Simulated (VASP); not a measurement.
# BN (P6_3/mmc) in VASP: settings compared

The runs below take BN through single point, relaxation of cell and atoms, with r2SCAN, PBE, PBEsol, LDA.

Everything below comes from runs of VASP 6.6.1. Logs are shortened: lines on timing, memory, paths and dates and some standing lists are left out, and cuts for length are marked.

## (1) The cell of the first run

It takes space group P6_3/mmc (No. 194, hexagonal). Conventional cell: a = 2.491 Å, b = 2.491 Å, c = 4.001 Å, α = 90.00°, β = 90.00°, γ = 120.00°. B (site symmetry -3m) has 6 N at 1.75 Å and 2 B at 2.00 Å within 2.3 Å. N (site symmetry -6m2) has 6 B at 1.75 Å within 2.3 Å.

## (2) Single point, r2SCAN

Contents of POSCAR:

```
BN
1.0
    2.4913353523      0.0000000000      0.0000000000
   -1.2456676762      2.1575597044      0.0000000000
    0.0000000000      0.0000000000      4.0010591823
B N
2 2
Direct
    0.0000000000      0.0000000000      0.0000000000
    0.0000000000      0.0000000000      0.5000000000
    0.3333333333      0.6666666667      0.2500000000
    0.6666666667      0.3333333333      0.7500000000
```

Contents of INCAR.step1:

```
PREC = Accurate
ENCUT = 520
ISMEAR = 0
SIGMA = 0.01
LREAL = False
LASPH = True
NELM = 100
NBANDS = 16
GGA = PE
ALGO = Normal
EDIFF = 1E-4
LWAVE = True
LCHARG = False
```

Contents of INCAR.step2:

```
PREC = Accurate
ENCUT = 520
EDIFF = 1E-7
ISMEAR = 0
SIGMA = 0.01
LREAL = False
LASPH = True
NELM = 100
ALGO = Normal
ISIF = 2
LWAVE = False
LCHARG = True
METAGGA = R2SCAN
LMIXTAU = True
LELF = True
LVHAR = True
NBANDS = 16
ISTART = 1
```

Contents of KPOINTS:

```
Automatic mesh
0
Gamma
  12 12 6
```

Potentials or basis: VASP PAW PBE potentials, release 64 (B, N).

The run is started by

```bash
$ cat potpaw_PBE.64/B/POTCAR potpaw_PBE.64/N/POTCAR > POTCAR
$ cp INCAR.step1 INCAR
$ mpirun -np 1 vasp_std > vasp.out
$ cp INCAR.step2 INCAR
$ mpirun -np 1 vasp_std > vasp.out
```

OUTCAR:

```text
PREC = Accurate
   ENCUT = 520
   EDIFF = 1E-7
   ISMEAR = 0
   LREAL = False
   LASPH = True
   NELM = 100
   ISIF = 2
   METAGGA = R2SCAN
   ISTART = 1

 ion  position               nearest neighbor table
   1  0.000  0.000  0.000-   3 1.75   4 1.75   3 1.75   4 1.75   4 1.75   3 1.75   2 2.00   2 2.00

   2  0.000  0.000  0.500-   3 1.75   4 1.75   3 1.75   4 1.75   4 1.75   3 1.75   1 2.00   1 2.00

   3  0.333  0.667  0.250-   1 1.75   2 1.75   1 1.75   2 1.75   1 1.75   2 1.75
   4  0.667  0.333  0.750-   1 1.75   2 1.75   1 1.75   2 1.75   1 1.75   2 1.75

  LATTYP: Found a hexagonal cell.
 ALAT       =     2.4913353523
 C/A-ratio  =     1.6059898073

  Lattice vectors:

 A1 = (   2.4913353523,   0.0000000000,   0.0000000000)
 A2 = (  -1.2456676762,   2.1575597044,   0.0000000000)
 A3 = (   0.0000000000,   0.0000000000,   4.0010591823)

Analysis of symmetry for initial positions (statically):
=====================================================================
 Subroutine PRICEL returns:
 Original cell was already a primitive cell.

 Routine SETGRP: Setting up the symmetry group for a
 hexagonal supercell.

 Subroutine GETGRP returns: Found 24 space group operations
 (whereof 12 operations were pure point group operations)
 out of a pool of 24 trial point group operations.

The static configuration has the point symmetry D_3d.
 The point group associated with its full space group is D_6h.

Analysis of symmetry for dynamics (positions and initial velocities):
=====================================================================
 Subroutine PRICEL returns:
 Original cell was already a primitive cell.

 Routine SETGRP: Setting up the symmetry group for a
 hexagonal supercell.

 Subroutine GETGRP returns: Found 24 space group operations
 (whereof 12 operations were pure point group operations)
 out of a pool of 24 trial point group operations.

The dynamic configuration has the point symmetry D_3d.
 The point group associated with its full space group is D_6h.

 Subroutine INISYM returns: Found 24 space group operations
 (whereof 12 operations are pure point group operations),
 and found     1 'primitive' translations

----------------------------------------------------------------------------------------

                                     Primitive cell

  volume of cell :      21.5065

  direct lattice vectors                    reciprocal lattice vectors
     2.491335352  0.000000000  0.000000000     0.401391165  0.231743297  0.000000000
    -1.245667676  2.157559704  0.000000000     0.000000000  0.463486595  0.000000000
     0.000000000  0.000000000  4.001059182     0.000000000  0.000000000  0.249933819

  length of vectors
     2.491335352  2.491335352  4.001059182     0.463486595  0.463486595  0.249933819

  position of ions in fractional coordinates (direct lattice)
     0.000000000  0.000000000  0.000000000
     0.000000000  0.000000000  0.500000000
     0.333333333  0.666666667  0.250000000
     0.666666667  0.333333333  0.750000000

  ion indices of the primitive-cell ions
   primitive index   ion index
                 1           1
                 2           2
                 3           3
                 4           4

----------------------------------------------------------------------------------------

 KPOINTS: Automatic mesh

Automatic generation of k-mesh.
 Grid dimensions read from file:
 generate k-points for:   12   12    6

 Generating k-lattice:

  Cartesian coordinates                     Fractional coordinates (reciprocal lattice)
     0.033449264  0.019311941  0.000000000     0.083333333  0.000000000  0.000000000
     0.000000000  0.038623883  0.000000000     0.000000000  0.083333333  0.000000000
     0.000000000  0.000000000  0.041655636     0.000000000  0.000000000  0.166666667

  Length of vectors
     0.038623883  0.038623883  0.041655636

  Shift w.r.t. Gamma in fractional coordinates (k-lattice)
     0.000000000  0.000000000  0.000000000

 Subroutine IBZKPT returns following result:
 ===========================================

 Found     76 irreducible k-points:

 Following reciprocal coordinates:
            Coordinates               Weight
  0.000000  0.000000  0.000000      1.000000
  0.083333  0.000000  0.000000      6.000000
  0.166667  0.000000  0.000000      6.000000
  0.250000 -0.000000  0.000000      6.000000
  0.333333  0.000000  0.000000      6.000000
  0.416667 -0.000000  0.000000      6.000000
[... 16 lines left out ...]
  0.250000 -0.000000  0.166667     12.000000
  0.333333  0.000000  0.166667     12.000000
 [... further k-points ...]
   k-points           NKPTS =     76   k-points in BZ     NKDIM =     76   number of bands    NBANDS=     16
   number of dos      NEDOS =    301   number of ions     NIONS =      4
   total plane-waves  NPLWV =  12000
   dimension x,y,z NGX =    20 NGY =   20 NGZ =   30
   dimension x,y,z NGXF=    40 NGYF=   40 NGZF=   60
   ions per type =               2   2
   NGX,Y,Z   is equivalent  to a cutoff of  13.35, 13.35, 12.47 a.u.
   NGXF,Y,Z  is equivalent  to a cutoff of  26.69, 26.69, 24.93 a.u.
 SYSTEM =  unknown system
   PREC   = accura    normal or accurate (medium, high low for compatibility)
   ISTART =      1    job   : 0-new  1-cont  2-samecut
   ICHARG =      0    charge: 1-file 2-atom 10-const
   ISPIN  =      1    spin polarized calculation?
   LNONCOLLINEAR =      F non collinear calculations
   LSORBIT =      F    spin-orbit coupling
   LASPH  =      T    aspherical Exc in radial PAW
   ENCUT  =  520.0 eV  38.22 Ry    6.18 a.u.   4.63  4.63  7.44*2*pi/ulx,y,z
   NELM   =    100;   NELMIN=  2; NELMDL=  0     # of ELM steps
   EDIFF  = 0.1E-06   stopping-criterion for ELM
   LREAL  =      F    real-space projection
   EDIFFG = 0.1E-05   stopping-criterion for IOM
   NSW    =      0    number of steps for IOM
   IBRION =     -1    ionic relax: 0-MD 1-quasi-New 2-CG
   NFREE  =      0    steps in history (QN), initial steepest desc. (CG)
   ISIF   =      2    stress and relaxation
   ISYM   =      2    0-nonsym 1-usesym 2-fastsym
   POTIM  = 0.5000    time-step for ionic-motion
   TEBEG  =    0.0;   TEEND  =   0.0 temperature during run
   PSTRESS=    0.0 pullay stress
   NELECT =      16.0000    total number of electrons
   NUPDOWN=      -1.0000    fix difference up-down
   EMIN   =  10.00;   EMAX   =-10.00  energy-range for DOS
   EFERMI =   0.00;   METHOD = LEGACY
   ISMEAR =     0;   SIGMA  =   0.01  broadening in eV -4-tet -1-fermi 0-gaus
   EFERMI_NEDOS =   21; number of points for ismear=-14 and -15
   IALGO  =     38    algorithm
   IMIX   =      4    mixing-type and parameters
     AMIX     =   0.40;   BMIX     =  1.00
     AMIX_MAG =   1.60;   BMIX_MAG =  1.00
  volume/ion in A,a.u.               =       5.38        36.28
  Fermi-wavevector in a.u.,A,eV,Ry     =   1.483400  2.803219 29.939272  2.200474
  Thomas-Fermi vector in A             =   2.597066
   LORBIT       =      0    0 simple, 1 ext, 2 COOP (PROOUT), +10 PAW based schemes
   METAGGA = R2SCAN    functional components
   LHFCALC =     F    Hartree Fock is set to
   AEXX    =    0.0000 exact exchange contribution
   IVDW    =     0    specifies the selected vdW correction
   LEPSILON=     F    determine dielectric tensor
   LRPA    =     F    only Hartree local field effects (RPA)
 non-spin polarized calculation
 Gauss-broadening in eV      SIGMA  =   0.01
  energy-cutoff  :      520.00
  volume of cell :       21.51
 maximum number of plane-waves:       592
 NGX is ok and might be reduce to    20
   NGX =  9   NGY =  9   NGZ = 15

 number of electron      15.9999997 magnetization

 Free energy of the ion-electron system (eV)
  ---------------------------------------------------
  ext. energy  EPLUGINS =         0.00000000
  ---------------------------------------------------
  free energy    TOTEN  =       -30.83756319 eV

  energy without entropy =      -30.83756319  energy(sigma->0) =      -30.83756319

 E-fermi :  10.1002     XC(G=0): -14.6235

 val. band max:       10.0471390091   @ k =   0.1667   0.0000   0.0000
 cond. band min:      11.8628554288   @ k =   0.3333   0.3333   0.0000
 fundamental gap:      1.8157164196
 Fermi energy:        10.1002491442

 k-point     1 :       0.0000    0.0000    0.0000
  band No.  band energies     occupation
      1     -13.4315      2.00000
      2      -8.1332      2.00000
      3      -2.6671      2.00000
      4       8.5955      2.00000
      5       8.5955      2.00000
      6       9.3277      2.00000
[... 8 lines left out ...]
     15      26.2189      0.00000
     16      26.3303      0.00000

 k-point     2 :       0.0833    0.0000    0.0000
  band No.  band energies     occupation
      1     -13.2526      2.00000
      2      -7.9694      2.00000
      3      -2.5077      2.00000
      4       7.1913      2.00000
      5       7.7974      2.00000
      6       9.0128      2.00000
[... 8 lines left out ...]
     15      25.6793      0.00000
     16      26.3775      0.00000

 k-point     3 :       0.1667    0.0000    0.0000
  band No.  band energies     occupation
      1     -12.7193      2.00000
      2      -7.4917      2.00000
      3      -2.0340      2.00000
      4       4.6623      2.00000
      5       6.6554      2.00000
      6       7.5846      2.00000
[... 8 lines left out ...]
     15      24.6956      0.00000
     16      25.9821      0.00000

 k-point     4 :       0.2500   -0.0000    0.0000
  band No.  band energies     occupation
      1     -11.8431      2.00000
      2      -6.7591      2.00000
      3      -1.2633      2.00000
      4       1.9983      2.00000
      5       5.5768      2.00000
      6       5.6152      2.00000
[... 8 lines left out ...]
     15      23.6929      0.00000
     16      26.0360      0.00000

 k-point     5 :       0.3333    0.0000    0.0000
  band No.  band energies     occupation
      1     -10.6545      2.00000
      2      -5.9819      2.00000
      3      -0.2798      2.00000
      4      -0.2449      2.00000
      5       3.3971      2.00000
      6       4.8096      2.00000
[... 8 lines left out ...]
     15      24.1347      0.00000
     16      26.9291      0.00000

 k-point     6 :       0.4167   -0.0000    0.0000
  band No.  band energies     occupation
      1      -9.2484      2.00000
      2      -5.8721      2.00000
      3      -1.2951      2.00000
      4       0.8603      2.00000
      5       1.2987      2.00000
      6       4.3056      2.00000
[... 8 lines left out ...]
     15      25.2528      0.00000
     16      27.1436      0.00000
[... 267 lines left out ...]
 k-point    21 :       0.0833    0.0000    0.1667
  band No.  band energies     occupation
      1     -13.0488      2.00000
      2      -8.7467      2.00000
      3      -1.3909      2.00000
      4       7.3147      2.00000
      5       7.9255      2.00000
      6       8.7751      2.00000
[... 8 lines left out ...]
     15      24.2795      0.00000
     16      26.0464      0.00000

 k-point    22 :       0.1667    0.0000    0.1667
  band No.  band energies     occupation
      1     -12.5163      2.00000
      2      -8.2531      2.00000
      3      -0.9561      2.00000
      4       4.8327      2.00000
      5       6.8274      2.00000
      6       7.2459      2.00000
[... 8 lines left out ...]
     15      23.4414      0.00000
     16      26.0930      0.00000

 k-point    23 :       0.2500   -0.0000    0.1667
  band No.  band energies     occupation
      1     -11.6422      2.00000
      2      -7.4765      2.00000
      3      -0.3390      2.00000
      4       2.2683      2.00000
      5       5.1105      2.00000
      6       5.8105      2.00000
[... 8 lines left out ...]
     15      22.6142      0.00000
     16      26.2507      0.00000

 k-point    24 :       0.3333    0.0000    0.1667
  band No.  band energies     occupation
      1     -10.4579      2.00000
      2      -6.5635      2.00000
      3      -0.7050      2.00000
      4       1.1355      2.00000
      5       2.9215      2.00000
      6       5.0179      2.00000
[... 8 lines left out ...]
     15      23.8103      0.00000
     16      26.5107      0.00000

 [... further k-points ...]
[... 5 lines left out ...]
  --------------------------------------------------------------------------------------
  -------------------------------------------------------------------------------------
  Total        0.0543264      0.0543264      0.0333407     -0.0000000      0.0000000      0.0000000
  in kB        4.0471710      4.0471710      2.4837897     -0.0000000      0.0000000      0.0000000
  external PRESSURE =       3.5260439 kB  Pullay stress =       0.0000000 kB

 VOLUME and BASIS-vectors are now :
 -----------------------------------------------------------------------------
  energy-cutoff  :      520.00
  volume of cell :       21.51
      direct lattice vectors                 reciprocal lattice vectors
     2.491335352  0.000000000  0.000000000     0.401391165  0.231743297  0.000000000
    -1.245667676  2.157559704  0.000000000     0.000000000  0.463486595  0.000000000
     0.000000000  0.000000000  4.001059182     0.000000000  0.000000000  0.249933819

 POSITION                                       TOTAL-FORCE (eV/Angst)
 -----------------------------------------------------------------------------------
      0.00000      0.00000      0.00000         0.000000     -0.000000      0.000000
      0.00000      0.00000      2.00053         0.000000     -0.000000      0.000000
     -0.00000      1.43837      1.00026        -0.000000      0.000000     -0.000000
      1.24567      0.71919      3.00079         0.000000     -0.000000     -0.000000
 -----------------------------------------------------------------------------------
    total drift:                                0.000000     -0.000000      0.000000

  FREE ENERGIE OF THE ION-ELECTRON SYSTEM (eV)
  ---------------------------------------------------
  free  energy   TOTEN  =       -30.8375631942 eV

  energy  without entropy=      -30.8375631942  energy(sigma->0) =      -30.83756319
```

Run time: 95 s. Hardware: 1 thread of Intel Xeon Platinum 8259CL at 2.50GHz (Skylake/Cascade Lake), shared host; peak memory 0.14 GiB.

Results:

- Free energy: -30.8376 eV
- Pressure: 0.4 GPa
- Band gap on the k mesh: 1.82 eV, indirect (least direct gap 5.67 eV)

Caveat: the PAW data sets were made with another functional, which shifts forces and pressure a little.

(Continued in part 2 of 2.)
